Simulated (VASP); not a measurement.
# Os in VASP: settings compared

The runs below take Os through electric field gradients, with LDA, PBE.

Everything below comes from runs of VASP 6.6.1. Logs are shortened: lines on timing, memory, paths and dates and some standing lists are left out, and cuts for length are marked.

**1. The cell of the first run**

Symmetry: P6_3/mmc, No. 194, hexagonal system. The conventional cell has a = 2.697 Å, b = 2.697 Å, c = 4.261 Å, α = 90.00°, β = 90.00°, γ = 120.00°. Os (site symmetry -6m2) has 12 Os at 2.64 to 2.70 Å within 3.5 Å.

**2. Electric field gradients, LDA (functional lda, volume scaled by 0.96)**

The input, INCAR:

```
PREC = Accurate
ENCUT = 520
EDIFF = 1E-8
ISMEAR = -1
SIGMA = 0.08
LREAL = False
LASPH = True
NELM = 60
ALGO = Normal
ISIF = 2
LWAVE = False
LCHARG = False
GGA = CA
LEFG = True
NBANDS = 15
```

The input, KPOINTS:

```
Automatic mesh
0
Gamma
  17 17 10
```

The input, POSCAR:

```
Os
1.0
    2.6971481488      0.0000000000      0.0000000000
   -1.3485740745      2.3357988147      0.0000000000
    0.0000000000      0.0000000000      4.2613185190
Os
2
Direct
    0.3333333333      0.6666666667      0.2500000000
    0.6666666667      0.3333333333      0.7500000000
```

Potentials or basis: VASP PAW LDA potentials, release 64 (Os).

Command:

```console
cat potpaw_LDA.64/Os/POTCAR > POTCAR
mpirun -np 1 vasp_std > vasp.out
```

OUTCAR:

```text
PREC = Accurate
   ENCUT = 520
   EDIFF = 1E-8
   ISMEAR = -1
   LREAL = False
   LASPH = True
   NELM = 60
   ISIF = 2
   GGA = CA

 ion  position               nearest neighbor table
   1  0.333  0.667  0.250-   2 2.64   2 2.64   2 2.64   2 2.64   2 2.64   2 2.64
   2  0.667  0.333  0.750-   1 2.64   1 2.64   1 2.64   1 2.64   1 2.64   1 2.64

  LATTYP: Found a hexagonal cell.
 ALAT       =     2.6971481488
 C/A-ratio  =     1.5799349105

  Lattice vectors:

 A1 = (   2.6971481488,   0.0000000000,   0.0000000000)
 A2 = (  -1.3485740745,   2.3357988147,   0.0000000000)
 A3 = (   0.0000000000,   0.0000000000,   4.2613185190)

Analysis of symmetry for initial positions (statically):
=====================================================================
 Subroutine PRICEL returns:
 Original cell was already a primitive cell.

 Routine SETGRP: Setting up the symmetry group for a
 hexagonal supercell.

 Subroutine GETGRP returns: Found 24 space group operations
 (whereof 12 operations were pure point group operations)
 out of a pool of 24 trial point group operations.

The static configuration has the point symmetry D_3d.
 The point group associated with its full space group is D_6h.

Analysis of symmetry for dynamics (positions and initial velocities):
=====================================================================
 Subroutine PRICEL returns:
 Original cell was already a primitive cell.

 Routine SETGRP: Setting up the symmetry group for a
 hexagonal supercell.

 Subroutine GETGRP returns: Found 24 space group operations
 (whereof 12 operations were pure point group operations)
 out of a pool of 24 trial point group operations.

The dynamic configuration has the point symmetry D_3d.
 The point group associated with its full space group is D_6h.

 Subroutine INISYM returns: Found 24 space group operations
 (whereof 12 operations are pure point group operations),
 and found     1 'primitive' translations

----------------------------------------------------------------------------------------

                                     Primitive cell

  volume of cell :      26.8463

  direct lattice vectors                    reciprocal lattice vectors
     2.697148149  0.000000000  0.000000000     0.370761984  0.214059532  0.000000000
    -1.348574075  2.335798815  0.000000000     0.000000000  0.428119063  0.000000000
     0.000000000  0.000000000  4.261318519     0.000000000  0.000000000  0.234669151

  length of vectors
     2.697148149  2.697148149  4.261318519     0.428119063  0.428119063  0.234669151

  position of ions in fractional coordinates (direct lattice)
     0.333333333  0.666666667  0.250000000
     0.666666667  0.333333333  0.750000000

  ion indices of the primitive-cell ions
   primitive index   ion index
                 1           1
                 2           2

----------------------------------------------------------------------------------------

 KPOINTS: Automatic mesh

Automatic generation of k-mesh.
 Grid dimensions read from file:
 generate k-points for:   17   17   10

 Generating k-lattice:

  Cartesian coordinates                     Fractional coordinates (reciprocal lattice)
     0.021809528  0.012591737  0.000000000     0.058823529 -0.000000000  0.000000000
     0.000000000  0.025183474  0.000000000     0.000000000  0.058823529  0.000000000
     0.000000000  0.000000000  0.023466915     0.000000000  0.000000000  0.100000000

  Length of vectors
     0.025183474  0.025183474  0.023466915

  Shift w.r.t. Gamma in fractional coordinates (k-lattice)
     0.000000000  0.000000000  0.000000000

 Subroutine IBZKPT returns following result:
 ===========================================

 Found    198 irreducible k-points:

 Following reciprocal coordinates:
            Coordinates               Weight
  0.000000  0.000000  0.000000      1.000000
  0.058824  0.000000  0.000000      6.000000
  0.117647 -0.000000  0.000000      6.000000
  0.176471 -0.000000  0.000000      6.000000
  0.235294 -0.000000  0.000000      6.000000
  0.294118 -0.000000  0.000000      6.000000
[... 16 lines left out ...]
  0.411765  0.117647  0.000000     12.000000
  0.176471  0.176471  0.000000      6.000000
 [... further k-points ...]
   k-points           NKPTS =    198   k-points in BZ     NKDIM =    198   number of bands    NBANDS=     15
   number of dos      NEDOS =    301   number of ions     NIONS =      2
   total plane-waves  NPLWV =  12800
   dimension x,y,z NGX =    20 NGY =   20 NGZ =   32
   dimension x,y,z NGXF=    40 NGYF=   40 NGZF=   64
   ions per type =               2
   NGX,Y,Z   is equivalent  to a cutoff of  12.33, 12.33, 12.48 a.u.
   NGXF,Y,Z  is equivalent  to a cutoff of  24.66, 24.66, 24.97 a.u.
 SYSTEM =  unknown system
   PREC   = accura    normal or accurate (medium, high low for compatibility)
   ISTART =      0    job   : 0-new  1-cont  2-samecut
   ICHARG =      2    charge: 1-file 2-atom 10-const
   ISPIN  =      1    spin polarized calculation?
   LNONCOLLINEAR =      F non collinear calculations
   LSORBIT =      F    spin-orbit coupling
   LASPH  =      T    aspherical Exc in radial PAW
   ENCUT  =  520.0 eV  38.22 Ry    6.18 a.u.   5.01  5.01  7.92*2*pi/ulx,y,z
   NELM   =     60;   NELMIN=  2; NELMDL= -5     # of ELM steps
   EDIFF  = 0.1E-07   stopping-criterion for ELM
   LREAL  =      F    real-space projection
   EDIFFG = 0.1E-06   stopping-criterion for IOM
   NSW    =      0    number of steps for IOM
   IBRION =     -1    ionic relax: 0-MD 1-quasi-New 2-CG
   NFREE  =      0    steps in history (QN), initial steepest desc. (CG)
   ISIF   =      2    stress and relaxation
   ISYM   =      2    0-nonsym 1-usesym 2-fastsym
   POTIM  = 0.5000    time-step for ionic-motion
   TEBEG  =    0.0;   TEEND  =   0.0 temperature during run
   PSTRESS=    0.0 pullay stress
   NELECT =      16.0000    total number of electrons
   NUPDOWN=      -1.0000    fix difference up-down
   EMIN   =  10.00;   EMAX   =-10.00  energy-range for DOS
   EFERMI =   0.00;   METHOD = LEGACY
   ISMEAR =    -1;   SIGMA  =   0.08  broadening in eV -4-tet -1-fermi 0-gaus
   EFERMI_NEDOS =   21; number of points for ismear=-14 and -15
   IALGO  =     38    algorithm
   IMIX   =      4    mixing-type and parameters
     AMIX     =   0.40;   BMIX     =  1.00
     AMIX_MAG =   1.60;   BMIX_MAG =  1.00
  volume/ion in A,a.u.               =      13.42        90.58
  Fermi-wavevector in a.u.,A,eV,Ry     =   1.377696  2.603468 25.824489  1.898046
  Thomas-Fermi vector in A             =   2.502826
   LORBIT       =      0    0 simple, 1 ext, 2 COOP (PROOUT), +10 PAW based schemes
   GGA     = CA    functional components
   LHFCALC =     F    Hartree Fock is set to
   AEXX    =    0.0000 exact exchange contribution
   IVDW    =     0    specifies the selected vdW correction
   LEPSILON=     F    determine dielectric tensor
   LRPA    =     F    only Hartree local field effects (RPA)
 non-spin polarized calculation
  energy-cutoff  :      520.00
  volume of cell :       26.85
 maximum number of plane-waves:       740
 NGX is ok and might be reduce to    20
   NGX =  9   NGY =  9   NGZ = 15

 number of electron      15.9999999 magnetization

 Free energy of the ion-electron system (eV)
  ---------------------------------------------------
  ext. energy  EPLUGINS =         0.00000000
  ---------------------------------------------------
  free energy    TOTEN  =       -25.29572296 eV

  energy without entropy =      -25.26943754  energy(sigma->0) =      -25.28258025

 E-fermi :  10.0772     XC(G=0): -14.4140

 val. band max:       10.0748333836   @ k =   0.2353   0.2353   0.0000
 cond. band min:      10.0781890677   @ k =   0.2353   0.2353   0.1000
 fundamental gap:      0.0033556841
 Fermi energy:        10.0771765931

 k-point     1 :       0.0000    0.0000    0.0000
  band No.  band energies     occupation
      1      -1.2007      2.00000
      2       1.8733      2.00000
      3       6.7710      2.00000
      4       6.7710      2.00000
      5       7.0433      2.00000
      6       7.6690      2.00000
      7       7.6690      2.00000
      8       8.3694      2.00000
      9       8.3694      2.00000
     10      10.2000      0.35430
     11      11.8222      0.00000
     12      11.8222      0.00000
     13      19.6198      0.00000
     14      24.1367      0.00000
     15      26.8982      0.00000
[... 397 lines left out ...]
 k-point    24 :       0.1765    0.1765    0.0000
  band No.  band energies     occupation
      1       2.0235      2.00000
      2       3.9698      2.00000
      3       4.5572      2.00000
      4       4.5837      2.00000
      5       6.3939      2.00000
      6       6.9162      2.00000
      7       8.0396      2.00000
      8       9.1171      1.99999
      9      10.3183      0.09361
     10      11.3184      0.00000
     11      12.4690      0.00000
     12      19.0581      0.00000
     13      19.7731      0.00000
     14      23.4633      0.00000
     15      23.9223      0.00000

 [... further k-points ...]
[... 5 lines left out ...]
  --------------------------------------------------------------------------------------
  -------------------------------------------------------------------------------------
  Total        1.8158741      1.8158741      1.8489279     -0.0000000     -0.0000000      0.0000000
  in kB      108.3707495    108.3707495    110.3433889     -0.0000000     -0.0000000      0.0000000
  external PRESSURE =     109.0282960 kB  Pullay stress =       0.0000000 kB

 VOLUME and BASIS-vectors are now :
 -----------------------------------------------------------------------------
  energy-cutoff  :      520.00
  volume of cell :       26.85
      direct lattice vectors                 reciprocal lattice vectors
     2.697148149  0.000000000  0.000000000     0.370761984  0.214059532  0.000000000
    -1.348574075  2.335798815  0.000000000     0.000000000  0.428119063  0.000000000
     0.000000000  0.000000000  4.261318519     0.000000000  0.000000000  0.234669151

 POSITION                                       TOTAL-FORCE (eV/Angst)
 -----------------------------------------------------------------------------------
     -0.00000      1.55720      1.06533        -0.000000      0.000000      0.000000
      1.34857      0.77860      3.19599         0.000000     -0.000000      0.000000
 -----------------------------------------------------------------------------------
    total drift:                               -0.000000      0.000000     -0.000000

  FREE ENERGIE OF THE ION-ELECTRON SYSTEM (eV)
  ---------------------------------------------------
  free  energy   TOTEN  =       -25.2957229584 eV

  energy  without entropy=      -25.2694375351  energy(sigma->0) =      -25.28258025

 Electric field gradients (V/A^2)
---------------------------------------------------------------------
 ion       V_xx      V_yy      V_zz      V_xy      V_xz      V_yz
---------------------------------------------------------------------
   1      43.015    43.015   -86.030     0.000     0.000    -0.000
   2      43.015    43.015   -86.030     0.000    -0.000     0.000
---------------------------------------------------------------------

 Electric field gradients after diagonalization (V/A^2)
 (convention: |V_zz| > |V_xx| > |V_yy|)
----------------------------------------------------------------------
 ion       V_xx      V_yy      V_zz     asymmetry (V_yy - V_xx)/ V_zz
----------------------------------------------------------------------
   1      43.015    43.015   -86.030       0.000
   2      43.015    43.015   -86.030       0.000
----------------------------------------------------------------------

           NMR quadrupolar parameters

 Cq : quadrupolar parameter    Cq=e*Q*V_zz/h
 eta: asymmetry parameters     (V_yy - V_xx)/ V_zz
 Q  : nuclear electric quadrupole moment in mb (millibarn)
----------------------------------------------------------------------
 ion       Cq(MHz)       eta       Q (mb)
----------------------------------------------------------------------
   1      -0.208       0.000       1.000
   2      -0.208       0.000       1.000
----------------------------------------------------------------------
```

Wall time 71 s (1 thread of AMD EPYC 7R13 (Zen 3), shared host); peak memory 0.15 GiB.

What came out:

```yaml
Free_energy: -25.2957 eV
Pressure: 10.9 GPa
Band_gap_on_the_k_mesh: zero (band 8 reaches 12.24 eV, above the bottom of band 9 at 8.05 eV)
```

Stress tensor (GPa, compression positive):
```
10.84  0.00  0.00
 0.00 10.84  0.00
 0.00  0.00 11.03
```

Electric field gradients, principal values (V/Å²):
| atom | least | middle | greatest (by size) |
| --- | --- | --- | --- |
| 1 Os | 43.015 | 43.015 | -86.030 |
| 2 Os | 43.015 | 43.015 | -86.030 |

Caveat: without QUAD_EFG the Cq values of the log hold for a quadrupole moment of 1 mb, not for the nuclei; spin-orbit coupling is left out, which moves the levels of the heavy elements.

**3. Electric field gradients, PBE (z stretched by +3 % at fixed volume)**

INCAR, as its differences from that of step 2:

```diff
@@ -7,3 +7,3 @@
 LASPH = True
-NELM = 60
+NELM = 100
 ALGO = Normal
@@ -12,3 +12,3 @@
 LCHARG = False
-GGA = CA
+GGA = PE
 LEFG = True
```

KPOINTS is that of step 2.

The input, POSCAR:

```
Os
1.0
    2.6939887554      0.0000000000      0.0000000000
   -1.3469943777      2.3330626997      0.0000000000
    0.0000000000      0.0000000000      4.4492910000
Os
2
Direct
    0.3333333333      0.6666666667      0.2500000000
    0.6666666667      0.3333333333      0.7500000000
```

Potentials or basis: VASP PAW PBE potentials, release 64 (Os).

Command:

```console
cat potpaw_PBE.64/Os/POTCAR > POTCAR
mpirun -np 1 vasp_std > vasp.out
```

OUTCAR:

```text
PREC = Accurate
   ENCUT = 520
   EDIFF = 1E-8
   ISMEAR = -1
   LREAL = False
   LASPH = True
   NELM = 100
   ISIF = 2
   GGA = PE

 ion  position               nearest neighbor table
   1  0.333  0.667  0.250-   2 2.71   2 2.71   2 2.71   2 2.71   2 2.71   2 2.71
   2  0.667  0.333  0.750-   1 2.71   1 2.71   1 2.71   1 2.71   1 2.71   1 2.71

  LATTYP: Found a hexagonal cell.
 ALAT       =     2.6939887554
 C/A-ratio  =     1.6515625728

  Lattice vectors:

 A1 = (   2.6939887554,   0.0000000000,   0.0000000000)
[... 647 lines left out ...]
  ---------------------------------------------------
  free  energy   TOTEN  =       -22.4224506281 eV

  energy  without entropy=      -22.3955988144  energy(sigma->0) =      -22.40902472

 Electric field gradients (V/A^2)
---------------------------------------------------------------------
 ion       V_xx      V_yy      V_zz      V_xy      V_xz      V_yz
---------------------------------------------------------------------
   1     -10.350   -10.349    20.699     0.000     0.000    -0.000
   2     -10.350   -10.349    20.699     0.000    -0.000     0.000
---------------------------------------------------------------------

 Electric field gradients after diagonalization (V/A^2)
 (convention: |V_zz| > |V_xx| > |V_yy|)
----------------------------------------------------------------------
 ion       V_xx      V_yy      V_zz     asymmetry (V_yy - V_xx)/ V_zz
----------------------------------------------------------------------
   1     -10.350   -10.349    20.699       0.000
   2     -10.350   -10.349    20.699       0.000
----------------------------------------------------------------------

           NMR quadrupolar parameters

 Cq : quadrupolar parameter    Cq=e*Q*V_zz/h
 eta: asymmetry parameters     (V_yy - V_xx)/ V_zz
 Q  : nuclear electric quadrupole moment in mb (millibarn)
----------------------------------------------------------------------
 ion       Cq(MHz)       eta       Q (mb)
----------------------------------------------------------------------
   1       0.050       0.000       1.000
   2       0.050       0.000       1.000
----------------------------------------------------------------------
```

It took 100 s on 1 thread of Oxide Virtual Turin-like, shared host; peak memory 0.16 GiB.

What came out:

```
Free energy            : -22.4225 eV
Pressure               : 9.0 GPa
Band gap on the k mesh : zero (band 8 reaches 11.83 eV, above the bottom of band 9 at 7.85 eV)
```

Electric field gradients, principal values (V/Å²):
```tsv
atom	least	middle	greatest (by size)
1 Os	-10.349	-10.350	20.699
2 Os	-10.349	-10.350	20.699
```

Caveat: without QUAD_EFG the Cq values of the log hold for a quadrupole moment of 1 mb, not for the nuclei; spin-orbit coupling is left out, which moves the levels of the heavy elements.

[end of part 1 of 2]
